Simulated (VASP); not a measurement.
# Pt (Fm-3m) in VASP: further runs, part 2 of 2

VASP 6.6.1. Earlier steps stand in the parts before.

### Step 5. Single point, PBE

This run uses another cell than the first one, of 15.08 Å³/atom, 0.876 times its volume.

INCAR

```
SYSTEM = Pt
PREC     = Accurate       ! precision mode
ENCUT    = 500            ! plane-wave cutoff, eV
EDIFF    = 1E-6           ! SCF threshold, eV
ISMEAR   = 0              ! smearing method
SIGMA    = 0.1            ! smearing width, eV
LREAL    = .FALSE.        ! projectors in reciprocal space
LASPH    = .TRUE.         ! aspherical terms in the spheres
NELM     = 120            ! most SCF steps
ALGO     = Normal         ! electronic algorithm
ISIF     = 2              ! what is computed and relaxed
LWAVE    = .FALSE.        ! write WAVECAR
LCHARG   = .FALSE.        ! write CHGCAR
GGA      = PE             ! functional
NBANDS   = 11             ! bands
GGA_COMPAT= .FALSE.
```

KPOINTS

```
Automatic mesh
0
G
  8 8 8
  0 0 0
```

POSCAR

```
Pt
1.0
    0.0000000000      1.9609000000      1.9609000000
    1.9609000000      0.0000000000      1.9609000000
    1.9609000000      1.9609000000      0.0000000000
Pt
1
Direct
    0.0000000000      0.0000000000      0.0000000000
```

Potentials or basis: VASP PAW PBE potentials, release 64 (Pt).

Command:

```console
> cat potpaw_PBE.64/Pt/POTCAR > POTCAR
> mpirun -np 1 vasp_std > vasp.out
```

OUTCAR:

```text
SYSTEM = Pt
   PREC = Accurate
   ENCUT = 500
   EDIFF = 1E-6
   ISMEAR = 0
   LREAL = .FALSE.
   LASPH = .TRUE.
   NELM = 120
   ISIF = 2
   GGA = PE

 ion  position               nearest neighbor table
   1  0.000  0.000  0.000-

  LATTYP: Found a face centered cubic cell.
 ALAT       =     3.9218000000

  Lattice vectors:

 A1 = (   0.0000000000,   1.9609000000,   1.9609000000)
 A2 = (   1.9609000000,   0.0000000000,   1.9609000000)
 A3 = (   1.9609000000,   1.9609000000,   0.0000000000)

Analysis of symmetry for initial positions (statically):
=====================================================================
 Subroutine PRICEL returns:
 Original cell was already a primitive cell.

 Routine SETGRP: Setting up the symmetry group for a
 face centered cubic supercell.

 Subroutine GETGRP returns: Found 48 space group operations
 (whereof 48 operations were pure point group operations)
 out of a pool of 48 trial point group operations.

The static configuration has the point symmetry O_h .

Analysis of symmetry for dynamics (positions and initial velocities):
=====================================================================
 Subroutine PRICEL returns:
 Original cell was already a primitive cell.

 Routine SETGRP: Setting up the symmetry group for a
 face centered cubic supercell.

 Subroutine GETGRP returns: Found 48 space group operations
 (whereof 48 operations were pure point group operations)
 out of a pool of 48 trial point group operations.

The dynamic configuration has the point symmetry O_h .

 Subroutine INISYM returns: Found 48 space group operations
 (whereof 48 operations are pure point group operations),
 and found     1 'primitive' translations

----------------------------------------------------------------------------------------

                                     Primitive cell

  volume of cell :      15.0798
[... 111 lines left out ...]
   LORBIT       =      0    0 simple, 1 ext, 2 COOP (PROOUT), +10 PAW based schemes
   GGA     = PE    functional components
   LHFCALC =     F    Hartree Fock is set to
   AEXX    =    0.0000 exact exchange contribution
   IVDW    =     0    specifies the selected vdW correction
   LEPSILON=     F    determine dielectric tensor
   LRPA    =     F    only Hartree local field effects (RPA)
 non-spin polarized calculation
 Gauss-broadening in eV      SIGMA  =   0.10
  energy-cutoff  :      500.00
  volume of cell :       15.08
 maximum number of plane-waves:       392
   NGX = 11   NGY = 11   NGZ = 11

 number of electron      10.0000001 magnetization

 Free energy of the ion-electron system (eV)
  ---------------------------------------------------
  ext. energy  EPLUGINS =         0.00000000
  ---------------------------------------------------
  free energy    TOTEN  =        -6.07304333 eV

  energy without entropy =       -6.06413697  energy(sigma->0) =       -6.06859015

 E-fermi :  11.1979     XC(G=0): -13.4983

 val. band max:       11.0578375864   @ k =  -0.3750   0.3750   0.0000
 cond. band min:      11.2008333586   @ k =  -0.2500   0.1250   0.0000
 fundamental gap:      0.1429957722
 Fermi energy:        11.1978680747

 k-point     1 :       0.0000    0.0000    0.0000
  band No.  band energies     occupation
      1       1.0493      2.00000
      2       7.4496      2.00000
      3       7.4496      2.00000
      4       7.4496      2.00000
      5       9.5991      2.00000
      6       9.5991      2.00000
      7      25.9112      0.00000
      8      30.8754      0.00000
      9      30.8754      0.00000
     10      30.8754      0.00000
     11      36.2287      0.00000
[... 309 lines left out ...]
 k-point    24 :      -0.3750    0.2500    0.1250
  band No.  band energies     occupation
      1       5.2034      2.00000
      2       6.4254      2.00000
      3       7.7970      2.00000
      4       8.5482      2.00000
      5      11.0393      1.97504
      6      15.6791      0.00000
      7      16.7695      0.00000
      8      25.9891      0.00000
      9      26.3487      0.00000
     10      30.4334      0.00000
     11      37.4581      0.00000

 [... further k-points ...]

------------------------ aborting loop because EDIFF is reached ----------------------------------------

  FORCE on cell =-STRESS in cart. coord.  units (eV):
  Direction    XX          YY          ZZ          XY          YZ          ZX
  --------------------------------------------------------------------------------------
  -------------------------------------------------------------------------------------
  Total        0.8351503      0.8351503      0.8351503      0.0000000     -0.0000000      0.0000000
  in kB       88.7317209     88.7317209     88.7317209      0.0000000     -0.0000000      0.0000000
  external PRESSURE =      88.7317209 kB  Pullay stress =       0.0000000 kB

 VOLUME and BASIS-vectors are now :
 -----------------------------------------------------------------------------
  energy-cutoff  :      500.00
  volume of cell :       15.08
      direct lattice vectors                 reciprocal lattice vectors
     0.000000000  1.960900000  1.960900000    -0.254984956  0.254984956  0.254984956
     1.960900000  0.000000000  1.960900000     0.254984956 -0.254984956  0.254984956
     1.960900000  1.960900000  0.000000000     0.254984956  0.254984956 -0.254984956

 POSITION                                       TOTAL-FORCE (eV/Angst)
 -----------------------------------------------------------------------------------
      0.00000      0.00000      0.00000         0.000000     -0.000000      0.000000
 -----------------------------------------------------------------------------------
    total drift:                               -0.000000     -0.000000     -0.000000

  FREE ENERGIE OF THE ION-ELECTRON SYSTEM (eV)
  ---------------------------------------------------
  free  energy   TOTEN  =        -6.0730433335 eV

  energy  without entropy=       -6.0641369747  energy(sigma->0) =       -6.06859015
```

It took 5.5 s on 1 thread of AMD EPYC 7R43 (Zen 3), shared host; peak memory 0.09 GiB.

What came out:

- Free energy: -6.0730 eV
- Pressure: 8.9 GPa
- Band gap on the k mesh: zero (band 5 reaches 11.72 eV, above the bottom of band 6 at 9.50 eV)

Caveat: spin-orbit coupling is left out, which moves the levels of the heavy elements.

### Step 6. The runs side by side

```csv
task,cell,k mesh,cutoff (eV),gap on the mesh (eV),pressure (GPa)
single point,"a = 2.898 Å, angles 60.0°, 1 atom",18 × 18 × 18,520,none,-18.4
relaxation of cell and atoms,"relaxed from a = 2.805 Å, angles 60.0°, 1 atom",18 × 18 × 18,600,none,0.0
single point,"a = 2.807 Å, angles 60.0°, 1 atom",18 × 18 × 18,520,none,-0.5
single point,"a = 2.773 Å, angles 60.0°, 1 atom",8 × 8 × 8,500,none,8.9
```

Alike in all rows: level PBE; potentials or basis VASP PAW PBE potentials, release 64 (Pt); no spin polarisation; smearing gaussian 0.1 eV.

Caveats: spin-orbit coupling is left out, which moves the levels of the heavy elements.

Absolute energies hang on the potentials; compare differences alone.
